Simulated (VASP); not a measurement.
A run of VASP 6.6.1:

POSCAR

```
CdS
1.0
    0.0000000000      2.7957802499      3.1399941717
    2.7957802499      0.0000000000      3.1399941717
    2.7957802499      2.7957802499      0.0000000000
Cd S
1 1
Direct
    0.0000000000      0.0000000000      0.0000000000
    0.2500000000      0.2500000000      0.2500000000
```

File INCAR.step1:

```
SYSTEM = CdS
PREC = Accurate
ENCUT = 520
ISMEAR = 0
SIGMA = 0.01
LREAL = .False.
LASPH = .True.
NELM = 60
NBANDS = 16
GGA = PE
ALGO = Normal
EDIFF = 1E-4
LWAVE = .True.
LCHARG = .False.
```

Contents of INCAR.step2:

```
SYSTEM = CdS
PREC = Accurate
ENCUT = 520
EDIFF = 1E-7
ISMEAR = 0
SIGMA = 0.01
LREAL = .False.
LASPH = .True.
NELM = 60
ALGO = Normal
ISIF = 2
LWAVE = .False.
LCHARG = .False.
METAGGA = R2SCAN
LMIXTAU = .True.
NBANDS = 16
ISTART = 1
```

File KPOINTS:

```
Automatic mesh
0
Gamma
  8 8 8
  0 0 0
```

Potentials or basis: VASP PAW PBE potentials, release 64 (Cd, S).

Command:

```sh
$ cat potpaw_PBE.64/Cd/POTCAR potpaw_PBE.64/S/POTCAR > POTCAR
$ cp INCAR.step1 INCAR
$ mpirun -np 1 vasp_std > vasp.out
$ cp INCAR.step2 INCAR
$ mpirun -np 1 vasp_std > vasp.out
```

Hardware: 1 thread of AMD EPYC 9R45 96-Core Processor (Zen 5), on a shared host.

Task: How long does it take, and how much memory?

Result: Wall time 2.2 min on 1 thread of AMD EPYC 9R45 96-Core Processor (Zen 5), on a shared host, peak memory 0.17 GiB. Counts: k points 59.
